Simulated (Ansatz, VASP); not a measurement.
**Pt: VASP beside Ansatz**

POSCAR

```
Pt
1.0
    0.0000000000      2.6951100335      2.6951100335
    2.6951100335      0.0000000000      2.6951100335
    2.6951100335      2.6951100335      0.0000000000
Pt
2
Direct
   -0.1700000000     -0.1100000000     -0.1100000000
    0.1700000000      0.1100000000      0.1100000000
```

INCAR.step1

```
  PREC = Accurate
  ENCUT = 520
  ISMEAR = -1
  SIGMA = 0.05
  LREAL = F
  LASPH = T
  NELM = 80
  NBANDS = 17
  GGA = PE
  ALGO = Normal
  EDIFF = 1E-4
  LWAVE = T
  LCHARG = F
```

The input INCAR.step2:

```
  PREC = Accurate
  ENCUT = 520
  EDIFF = 1E-8
  ISMEAR = -1
  SIGMA = 0.05
  LREAL = F
  LASPH = T
  NELM = 80
  ALGO = Normal
  ISIF = 2
  LWAVE = F
  LCHARG = F
  METAGGA = R2SCAN
  LMIXTAU = T
  LEFG = T
  NBANDS = 17
  ISTART = 1
```

The input KPOINTS:

```
Automatic mesh
0
Gamma
  10 10 10
```

Input for Ansatz:

```yaml
crystal:
  lattice:
    - [0.0, 2.6951100335, 2.6951100335]
    - [2.6951100335, 0.0, 2.6951100335]
    - [2.6951100335, 2.6951100335, 0.0]
  atoms:
    - { symbol: Pt, position: [-0.17, -0.11, -0.11] }
    - { symbol: Pt, position: [0.17, 0.11, 0.11] }
kpoints:
  mp_grid: { grid: [10, 10, 10] }
scf:
  occupations: { method: fermi_dirac, width: 0.05 }
hamiltonian:
  xc: r2scan
  pseudopotentials: { kind: paw }
output:
  forces: true
  stress: true
  eigenvalues: true
  efg: { contact_densities: true }
  populations: true
```

Change from the starting cell: shortest bond scaled by 0.88, PAW files.

Alike in both runs: task electric field gradients; functional r2SCAN; k mesh 10 × 10 × 10; occupations fermi-dirac, width 0.05 eV; no spin polarisation.

```csv
,VASP,Ansatz
version,VASP 6.6.1,Ansatz 0.2.0
potentials or method,"VASP PAW PBE potentials, release 64 (Pt)","PAW with Ansatz's default frozen-core files, scalar-relativistic"
plane-wave cutoff (eV),520,500
valence electrons in the cell,20,36
```

```csv
,VASP,Ansatz,Ansatz less VASP
pressure (GPa),48.0,51.8,+3.79
"traceless stress, the component that is largest in VASP (GPa)",-32.76,-36.54,-3.785
rms of the force components (eV/Å),5.458,6.245,+0.7865
size of Vzz on the site where it differs most (V/Å²),39.9,210.5,+170.64
```

VASP's potentials were made for PBE, not for r2SCAN. Atom by atom the forces differ by 0.786 eV/Å (rms over components). Both programs put the cell under a high pressure, so it lies far from rest at this level. One of these differences is far larger than is usual between the two programs; its cause wasn't traced. VASP's potentials hold 20 valence electrons a cell and Ansatz's 36, so a difference there can come from the potentials and not from the codes.

Neither program's run includes spin-orbit coupling.
